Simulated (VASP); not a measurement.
# MgTiF4 in VASP: notebook

The runs below take MgTiF4 through single point, with LDA, PBE.

Everything below comes from runs of VASP 6.6.1. Logs are shortened: lines on timing, memory, paths and dates and some standing lists are left out, and cuts for length are marked.

## 1. The cell of the first run

The typed cell holds 6 atoms: a = 3.603 Å, b = 3.603 Å, c = 5.113 Å, α = 90.00°, β = 90.00°, γ = 90.00°.

## 2. Single point, LDA

INCAR

```
  PREC = Accurate
  ENCUT = 520
  EDIFF = 1E-7
  ISMEAR = 1
  SIGMA = 0.1
  LREAL = False
  LASPH = True
  NELM = 80
  ALGO = Normal
  ISIF = 2
  LWAVE = False
  LCHARG = False
  GGA = CA
  NBANDS = 30
```

KPOINTS

```
Automatic mesh
0
Gamma
  10 10 7
```

POSCAR

```
MgTiF4
1.0
    3.6030380000      0.0000000000      0.0000000000
    0.0000000000      3.6030380000      0.0000000000
    0.0000000000      0.0000000000      5.1133740000
Ti Mg F
1 1 4
Direct
    0.4970620000      0.4972050000     -0.0039990000
   -0.0111790000      0.0019740000      0.4973870000
    0.0123330000      0.4962940000      0.2574930000
   -0.0018480000      0.5016820000      0.7475140000
    0.5051940000     -0.0005870000      0.7467130000
    0.4855740000     -0.0006890000      0.2526820000
```

Potentials or basis: VASP PAW LDA potentials, release 64 (Ti_sv, Mg, F).

Run with:

```bash
cat potpaw_LDA.64/Ti_sv/POTCAR potpaw_LDA.64/Mg/POTCAR potpaw_LDA.64/F/POTCAR > POTCAR
mpirun -np 1 vasp_std > vasp.out
```

OUTCAR:

```text
PREC = Accurate
   ENCUT = 520
   EDIFF = 1E-7
   ISMEAR = 1
   LREAL = False
   LASPH = True
   NELM = 80
   ISIF = 2
   GGA = CA

 ion  position               nearest neighbor table
   1  0.497  0.497  0.996-   3 2.20   5 2.20   4 2.20   4 2.21   5 2.21   6 2.22   6 2.24   3 2.29

   2  0.989  0.002  0.497-   5 2.16   3 2.16   6 2.18   3 2.20   6 2.20   4 2.21   4 2.21   5 2.26

   3  0.012  0.496  0.257-   2 2.16   2 2.20   1 2.20   1 2.29
   4  0.998  0.502  0.748-   1 2.20   1 2.21   2 2.21   2 2.21
   5  0.505  0.999  0.747-   2 2.16   1 2.20   1 2.21   2 2.26
   6  0.486  0.999  0.253-   2 2.18   2 2.20   1 2.22   1 2.24

  LATTYP: Found a simple tetragonal cell.
 ALAT       =     3.6030380000
 C/A-ratio  =     1.4191840330

  Lattice vectors:

 A1 = (   3.6030380000,   0.0000000000,   0.0000000000)
 A2 = (   0.0000000000,   3.6030380000,   0.0000000000)
 A3 = (   0.0000000000,   0.0000000000,   5.1133740000)

Analysis of symmetry for initial positions (statically):
=====================================================================
 Subroutine PRICEL returns:
 Original cell was already a primitive cell.

 Routine SETGRP: Setting up the symmetry group for a
 simple tetragonal supercell.

 Subroutine GETGRP returns: Found  1 space group operations
 (whereof  1 operations were pure point group operations)
 out of a pool of 16 trial point group operations.

The static configuration has the point symmetry C_1 .

Analysis of symmetry for dynamics (positions and initial velocities):
=====================================================================
 Subroutine PRICEL returns:
 Original cell was already a primitive cell.

 Routine SETGRP: Setting up the symmetry group for a
 simple tetragonal supercell.

 Subroutine GETGRP returns: Found  1 space group operations
 (whereof  1 operations were pure point group operations)
 out of a pool of 16 trial point group operations.

The dynamic configuration has the point symmetry C_1 .

 Subroutine INISYM returns: Found  1 space group operations
 (whereof  1 operations are pure point group operations),
 and found     1 'primitive' translations

----------------------------------------------------------------------------------------

                                     Primitive cell

  volume of cell :      66.3812

  direct lattice vectors                    reciprocal lattice vectors
     3.603038000  0.000000000  0.000000000     0.277543562  0.000000000  0.000000000
     0.000000000  3.603038000  0.000000000     0.000000000  0.277543562  0.000000000
     0.000000000  0.000000000  5.113374000     0.000000000  0.000000000  0.195565589

  length of vectors
     3.603038000  3.603038000  5.113374000     0.277543562  0.277543562  0.195565589

  position of ions in fractional coordinates (direct lattice)
     0.497062000  0.497205000  0.996001000
     0.988821000  0.001974000  0.497387000
     0.012333000  0.496294000  0.257493000
     0.998152000  0.501682000  0.747514000
     0.505194000  0.999413000  0.746713000
     0.485574000  0.999311000  0.252682000

  ion indices of the primitive-cell ions
   primitive index   ion index
                 1           1
                 2           2
                 3           3
                 4           4
                 5           5
                 6           6

----------------------------------------------------------------------------------------

 KPOINTS: Automatic mesh

Automatic generation of k-mesh.
 Grid dimensions read from file:
 generate k-points for:   10   10    7

 Generating k-lattice:

  Cartesian coordinates                     Fractional coordinates (reciprocal lattice)
     0.027754356  0.000000000  0.000000000     0.100000000  0.000000000  0.000000000
     0.000000000  0.027754356  0.000000000     0.000000000  0.100000000  0.000000000
     0.000000000  0.000000000  0.027937941     0.000000000  0.000000000  0.142857143

  Length of vectors
     0.027754356  0.027754356  0.027937941

  Shift w.r.t. Gamma in fractional coordinates (k-lattice)
     0.000000000  0.000000000  0.000000000

 Subroutine IBZKPT returns following result:
 ===========================================

 Found    352 irreducible k-points:

 Following reciprocal coordinates:
            Coordinates               Weight
  0.000000  0.000000  0.000000      1.000000
  0.100000  0.000000  0.000000      2.000000
  0.000000  0.100000  0.000000      2.000000
  0.200000  0.000000  0.000000      2.000000
  0.000000  0.200000  0.000000      2.000000
  0.300000  0.000000  0.000000      2.000000
[... 16 lines left out ...]
 -0.100000  0.400000  0.000000      2.000000
 -0.400000  0.100000  0.000000      2.000000
 [... further k-points ...]
   k-points           NKPTS =    352   k-points in BZ     NKDIM =    352   number of bands    NBANDS=     30
   number of dos      NEDOS =    301   number of ions     NIONS =      6
   total plane-waves  NPLWV =  31360
   dimension x,y,z NGX =    28 NGY =   28 NGZ =   40
   dimension x,y,z NGXF=    56 NGYF=   56 NGZF=   80
   ions per type =               1   1   4
   NGX,Y,Z   is equivalent  to a cutoff of  12.92, 12.92, 13.00 a.u.
   NGXF,Y,Z  is equivalent  to a cutoff of  25.84, 25.84, 26.01 a.u.
 SYSTEM =  unknown system
   PREC   = accura    normal or accurate (medium, high low for compatibility)
   ISTART =      0    job   : 0-new  1-cont  2-samecut
   ICHARG =      2    charge: 1-file 2-atom 10-const
   ISPIN  =      1    spin polarized calculation?
   LNONCOLLINEAR =      F non collinear calculations
   LSORBIT =      F    spin-orbit coupling
   LASPH  =      T    aspherical Exc in radial PAW
   ENCUT  =  520.0 eV  38.22 Ry    6.18 a.u.   6.70  6.70  9.51*2*pi/ulx,y,z
   NELM   =     80;   NELMIN=  2; NELMDL= -5     # of ELM steps
   EDIFF  = 0.1E-06   stopping-criterion for ELM
   LREAL  =      F    real-space projection
   EDIFFG = 0.1E-05   stopping-criterion for IOM
   NSW    =      0    number of steps for IOM
   IBRION =     -1    ionic relax: 0-MD 1-quasi-New 2-CG
   NFREE  =      0    steps in history (QN), initial steepest desc. (CG)
   ISIF   =      2    stress and relaxation
   ISYM   =      2    0-nonsym 1-usesym 2-fastsym
   POTIM  = 0.5000    time-step for ionic-motion
   TEBEG  =    0.0;   TEEND  =   0.0 temperature during run
   PSTRESS=    0.0 pullay stress
   NELECT =      42.0000    total number of electrons
   NUPDOWN=      -1.0000    fix difference up-down
   EMIN   =  10.00;   EMAX   =-10.00  energy-range for DOS
   EFERMI =   0.00;   METHOD = LEGACY
   ISMEAR =     1;   SIGMA  =   0.10  broadening in eV -4-tet -1-fermi 0-gaus
   EFERMI_NEDOS =   21; number of points for ismear=-14 and -15
   IALGO  =     38    algorithm
   IMIX   =      4    mixing-type and parameters
     AMIX     =   0.40;   BMIX     =  1.00
     AMIX_MAG =   1.60;   BMIX_MAG =  1.00
  volume/ion in A,a.u.               =      11.06        74.66
  Fermi-wavevector in a.u.,A,eV,Ry     =   1.405431  2.655879 26.874719  1.975236
  Thomas-Fermi vector in A             =   2.527893
   LORBIT       =      0    0 simple, 1 ext, 2 COOP (PROOUT), +10 PAW based schemes
   GGA     = CA    functional components
   LHFCALC =     F    Hartree Fock is set to
   AEXX    =    0.0000 exact exchange contribution
   IVDW    =     0    specifies the selected vdW correction
   LEPSILON=     F    determine dielectric tensor
   LRPA    =     F    only Hartree local field effects (RPA)
 non-spin polarized calculation
 Methfessel and Paxton  Order N= 1 SIGMA  =   0.10
  energy-cutoff  :      520.00
  volume of cell :       66.38
 maximum number of plane-waves:      1812
   NGX = 13   NGY = 13   NGZ = 19

 number of electron      42.0000012 magnetization

 Free energy of the ion-electron system (eV)
  ---------------------------------------------------
  ext. energy  EPLUGINS =         0.00000000
  ---------------------------------------------------
  free energy    TOTEN  =       -37.69010966 eV

  energy without entropy =      -37.68748236  energy(sigma->0) =      -37.68923389

 E-fermi :   6.6654     XC(G=0): -11.0797

 val. band max:        6.6652809698   @ k =   0.2000   0.4000   0.0000
 cond. band min:       6.6662359881   @ k =  -0.2000   0.4000   0.0000
 fundamental gap:      0.0009550183
 Fermi energy:         6.6653911132

 k-point     1 :       0.0000    0.0000    0.0000
  band No.  band energies     occupation
      1     -50.9924      2.00000
      2     -27.7519      2.00000
      3     -27.6760      2.00000
      4     -27.6685      2.00000
      5     -20.4941      2.00000
      6     -19.7240      2.00000
[... 22 lines left out ...]
     29      13.1481      0.00000
     30      14.9274      0.00000

 k-point     2 :       0.1000    0.0000    0.0000
  band No.  band energies     occupation
      1     -50.9920      2.00000
      2     -27.7497      2.00000
      3     -27.6791      2.00000
      4     -27.6755      2.00000
      5     -20.4591      2.00000
      6     -19.7110      2.00000
[... 22 lines left out ...]
     29      13.0837      0.00000
     30      14.8622      0.00000

 k-point     3 :       0.0000    0.1000    0.0000
  band No.  band energies     occupation
      1     -50.9920      2.00000
      2     -27.7484      2.00000
      3     -27.6882      2.00000
      4     -27.6679      2.00000
      5     -20.4584      2.00000
      6     -19.7105      2.00000
[... 22 lines left out ...]
     29      13.0820      0.00000
     30      14.8486      0.00000

 k-point     4 :       0.2000    0.0000    0.0000
  band No.  band energies     occupation
      1     -50.9910      2.00000
      2     -27.7488      2.00000
      3     -27.7016      2.00000
      4     -27.6745      2.00000
      5     -20.3612      2.00000
      6     -19.6744      2.00000
[... 616 lines left out ...]
     29      14.3569      0.00000
     30      14.4488      0.00000

 k-point    23 :      -0.1000    0.4000    0.0000
  band No.  band energies     occupation
      1     -50.9882      2.00000
      2     -27.7893      2.00000
      3     -27.7192      2.00000
      4     -27.6702      2.00000
      5     -20.0248      2.00000
      6     -19.6848      2.00000
[... 22 lines left out ...]
     29      14.3144      0.00000
     30      14.4146      0.00000

 k-point    24 :      -0.4000    0.1000    0.0000
  band No.  band energies     occupation
      1     -50.9882      2.00000
      2     -27.7915      2.00000
      3     -27.7018      2.00000
      4     -27.6838      2.00000
      5     -20.0336      2.00000
      6     -19.6942      2.00000
[... 22 lines left out ...]
     29      14.3454      0.00000
     30      14.4526      0.00000

 [... further k-points ...]

------------------------ aborting loop because EDIFF is reached ----------------------------------------

  FORCE on cell =-STRESS in cart. coord.  units (eV):
  Direction    XX          YY          ZZ          XY          YZ          ZX
  --------------------------------------------------------------------------------------
  -------------------------------------------------------------------------------------
  Total       -6.1369035     -6.0360561     -3.8431802     -0.0224608      0.0372065      0.0375463
  in kB     -148.1203164   -145.6862645    -92.7590068     -0.5421151      0.8980166      0.9062170
  external PRESSURE =    -128.8551959 kB  Pullay stress =       0.0000000 kB

 VOLUME and BASIS-vectors are now :
 -----------------------------------------------------------------------------
  energy-cutoff  :      520.00
  volume of cell :       66.38
      direct lattice vectors                 reciprocal lattice vectors
     3.603038000  0.000000000  0.000000000     0.277543562  0.000000000  0.000000000
     0.000000000  3.603038000  0.000000000     0.000000000  0.277543562  0.000000000
     0.000000000  0.000000000  5.113374000     0.000000000  0.000000000  0.195565589

 POSITION                                       TOTAL-FORCE (eV/Angst)
 -----------------------------------------------------------------------------------
      1.79093      1.79145      5.09293         0.100926      0.029248      0.283637
      3.56276      0.00711      2.54333         0.086131     -0.024369     -0.046664
      0.04444      1.78817      1.31666        -0.455018      0.054300      0.192043
      3.59638      1.80758      3.82232         0.048565     -0.025346     -0.324457
      1.82023      3.60092      3.81822        -0.118614      0.014727     -0.358906
      1.74954      3.60056      1.29206         0.338011     -0.048560      0.254347
 -----------------------------------------------------------------------------------
    total drift:                                0.000654      0.001015      0.001091

  FREE ENERGIE OF THE ION-ELECTRON SYSTEM (eV)
  ---------------------------------------------------
  free  energy   TOTEN  =       -37.6901096551 eV

  energy  without entropy=      -37.6874823585  energy(sigma->0) =      -37.68923389
```

Run time: 5.1 min. Hardware: 1 thread of Intel Xeon 6975P-C (Granite Rapids), shared host; peak memory 0.65 GiB.

Results:

```
Free energy            : -37.6901 eV
Pressure               : -12.9 GPa
Largest force          : 0.497 eV/Å
Band gap on the k mesh : zero (bands 21 and 22 overlap by 0.27 eV)
```

Forces in eV/Å, atoms in the order of the input:
```
Ti   0.101  0.029  0.284
Mg   0.086 -0.024 -0.047
F   -0.455  0.054  0.192
F    0.049 -0.025 -0.324
F   -0.119  0.015 -0.359
F    0.338 -0.049  0.254
```

Stress tensor (GPa, compression positive):
```
-14.81  -0.05   0.09
 -0.05 -14.57   0.09
  0.09   0.09  -9.28
```

Caveat: the cell stands under tension; semilocal functionals often make such compounds metallic where correlation or magnetic order opens a gap, which also shifts bond lengths.

## 3. Single point, PBE

INCAR

```
  PREC = Accurate
  ENCUT = 520
  EDIFF = 1E-6
  ISMEAR = -1
  SIGMA = 0.05
  LREAL = F
  LASPH = T
  NELM = 100
  ALGO = Normal
  ISIF = 2
  LWAVE = F
  LCHARG = T
  GGA = PE
  LELF = T
  LVHAR = T
  NBANDS = 30
```

KPOINTS

```
Automatic mesh
0
Gamma
  7 7 5
```

POSCAR

```
MgTiF4
1.0
    3.6030380000      0.0000000000      0.0000000000
    0.0000000000      3.6030380000      0.0000000000
    0.0000000000      0.0000000000      5.1133740000
Ti Mg F
1 1 4
Direct
    0.5000000000      0.5000000000      0.0000000000
    0.0000000000      0.0000000000      0.5000000000
    0.0000000000      0.5000000000      0.2552090000
    0.0000000000      0.5000000000      0.7447910000
    0.5000000000      0.0000000000      0.7447910000
    0.5000000000      0.0000000000      0.2552090000
```

Potentials or basis: VASP PAW PBE potentials, release 64 (Ti_sv, Mg, F).

Run with:

```bash
cat potpaw_PBE.64/Ti_sv/POTCAR potpaw_PBE.64/Mg/POTCAR potpaw_PBE.64/F/POTCAR > POTCAR
mpirun -np 1 vasp_std > vasp.out
```

Wall time 57 s (1 thread of AMD EPYC 7R43 (Zen 3), shared host); peak memory 0.17 GiB.

It converged, with:

```
Free energy            : -33.9744 eV
Pressure               : -1.7 GPa
Largest force          : 0.362 eV/Å
Band gap on the k mesh : zero (bands 21 and 22 overlap by 0.09 eV)
```

Forces in eV/Å, atoms in the order of the input:
```
Ti   0.000  0.000  0.000
Mg   0.000  0.000  0.000
F    0.000  0.000  0.362
F    0.000  0.000 -0.362
F    0.000  0.000 -0.362
F    0.000  0.000  0.362
```

Stress tensor (GPa, compression positive):
```
-3.50  0.00  0.00
 0.00 -3.50  0.00
 0.00  0.00  1.91
```

Levels at points of the mesh, in eV from the Fermi level:
| k point | band 19 | band 20 | band 21 | band 22 | band 23 | band 24 |
| --- | --- | --- | --- | --- | --- | --- |
| (0.00, 0.00, 0.00) | -7.14 | -6.74 | -0.59 | -0.06 | 0.09 | 1.15 |

Caveat: semilocal functionals often make such compounds metallic where correlation or magnetic order opens a gap, which also shifts bond lengths.

## 4. Single point, PBE (atoms moved at random)

INCAR

```
PREC = Accurate
ENCUT = 520
EDIFF = 1E-7
ISMEAR = -1
SIGMA = 0.05
LREAL = False
LASPH = True
NELM = 80
ALGO = Normal
ISIF = 2
LWAVE = False
LCHARG = True
GGA = PE
LELF = True
LVHAR = True
NBANDS = 30
```

KPOINTS

```
regular mesh
0
Gamma
  7 7 5
```

POSCAR

```
MgTiF4
1.0
    3.6030380000      0.0000000000      0.0000000000
    0.0000000000      3.6030380000      0.0000000000
    0.0000000000      0.0000000000      5.1133740000
Ti Mg F
1 1 4
Direct
    0.4970620000      0.4972050000     -0.0039990000
   -0.0111790000      0.0019740000      0.4973870000
    0.0123330000      0.4962940000      0.2574930000
   -0.0018480000      0.5016820000      0.7475140000
    0.5051940000     -0.0005870000      0.7467130000
    0.4855740000     -0.0006890000      0.2526820000
```

Run with:

```bash
cat potpaw_PBE.64/Ti_sv/POTCAR potpaw_PBE.64/Mg/POTCAR potpaw_PBE.64/F/POTCAR > POTCAR
mpirun -np 1 vasp_std > vasp.out
```

Run time: 3.2 min. Hardware: 1 thread of AMD EPYC 7R43 (Zen 3), shared host; peak memory 0.31 GiB.

It converged, with:

- Free energy: -33.9339 eV
- Pressure: -1.4 GPa
- Largest force: 0.626 eV/Å
- Band gap on the k mesh: zero (bands 21 and 22 overlap by 0.13 eV)

Forces in eV/Å, atoms in the order of the input:
```
Ti   0.131  0.043  0.302
Mg   0.099 -0.032 -0.033
F   -0.528  0.061  0.332
F    0.051 -0.027 -0.480
F   -0.128  0.013 -0.527
F    0.375 -0.058  0.407
```

Stress tensor (GPa, compression positive):
```
-3.18 -0.05 -0.16
-0.05 -2.87  0.06
-0.16  0.06  1.88
```

Levels at points of the mesh, in eV from the Fermi level:
```csv
k point,band 19,band 20,band 21,band 22,band 23,band 24
"(0.00, 0.00, 0.00)",-7.14,-6.77,-0.58,-0.10,0.09,1.17
```

Caveat: the cell differs from its parent crystal (atoms moved at random); semilocal functionals often make such compounds metallic where correlation or magnetic order opens a gap, which also shifts bond lengths.

## 5. Overview

| level | potentials or basis | cell | k mesh | smearing | gap on the mesh (eV) | pressure (GPa) | largest force (eV/Å) |
| --- | --- | --- | --- | --- | --- | --- | --- |
| LDA | VASP PAW LDA potentials, release 64 (Ti_sv, Mg, F) | as given, atomic positions A | 10 × 10 × 7 | methfessel-paxton 0.1 eV | none | -12.9 | 0.50 |
| PBE | VASP PAW PBE potentials, release 64 (Ti_sv, Mg, F) | as given, atomic positions B | 7 × 7 × 5 | fermi-dirac 0.05 eV | none | -1.7 | 0.36 |
| PBE | VASP PAW PBE potentials, release 64 (Ti_sv, Mg, F) | as given, atomic positions A | 7 × 7 × 5 | fermi-dirac 0.05 eV | none | -1.4 | 0.63 |

Alike in all rows: task single point; no spin polarisation; cutoff (eV) 520.

Caveats: semilocal functionals often make such compounds metallic where correlation or magnetic order opens a gap, which also shifts bond lengths; the cell stands under tension (at least some runs).

Absolute energies hang on the potentials; compare differences alone.
